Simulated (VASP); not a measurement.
Crystal: B.

```
B
1.0
     3.57895    0.00000    0.00000
    -1.78947    3.09946    0.00000
     0.00000    0.00000    2.19405
B
3
Direct
  0.00000 0.00000 0.00000
  0.33333 0.66667 0.50000
  0.66667 0.33333 0.50000
```

This isn't the form of B at room conditions, which is rhombohedral.

```yaml
Program: VASP 6.6.1
Task: relaxation of cell and atoms
Functional: PBE
Potentials_or_basis: VASP PAW PBE potentials, release 64 (B_h)
Cutoff: 1230 eV
k_mesh: 6 × 6 × 8
Occupations: gaussian, width 0.1 eV
Spin: no spin polarisation
```

At the start: pressure -34.8 GPa; volume 8.11 Å³/atom.

Where does the relaxation end?

Over 5 steps the energy falls by 288.7 meV/atom and the volume is 6.13 Å³/atom (-24.5 %); space group P6/mmm (No. 191, to 0.1 Å) before and after.

Step by step:
```tsv
step	energy change (eV)	largest force (eV/Å)	pressure (GPa)	volume (Å³)
1	0.0000	0.0000	-34.83	24.34
2	-0.8624	0.0000	-3.76	18.64
3	-0.8659	0.0000	-0.18	18.36
4	-0.8655	0.0000	1.27	18.25
5	-0.8661	0.0000	-0.45	18.38
```

Final structure:
```cif
data_structure
_symmetry_space_group_name_H-M 'P 1'
_symmetry_Int_Tables_number 1
_cell_length_a 3.2653
_cell_length_b 3.2653
_cell_length_c 1.9907
_cell_angle_alpha 90.000
_cell_angle_beta 90.000
_cell_angle_gamma 120.000
_cell_volume 18.38
loop_
_atom_site_label
_atom_site_type_symbol
_atom_site_fract_x
_atom_site_fract_y
_atom_site_fract_z
_atom_site_occupancy
B1 B 0.00000 0.00000 0.00000 1
B2 B 0.33333 0.66667 0.50000 1
B3 B 0.66667 0.33333 0.50000 1
```

Caveat: the volume moved by over 15 % at a fixed basis, so the end points are rough; an odd number of electrons without spin polarisation forces a metal; a magnetic or distorted state may lie lower.
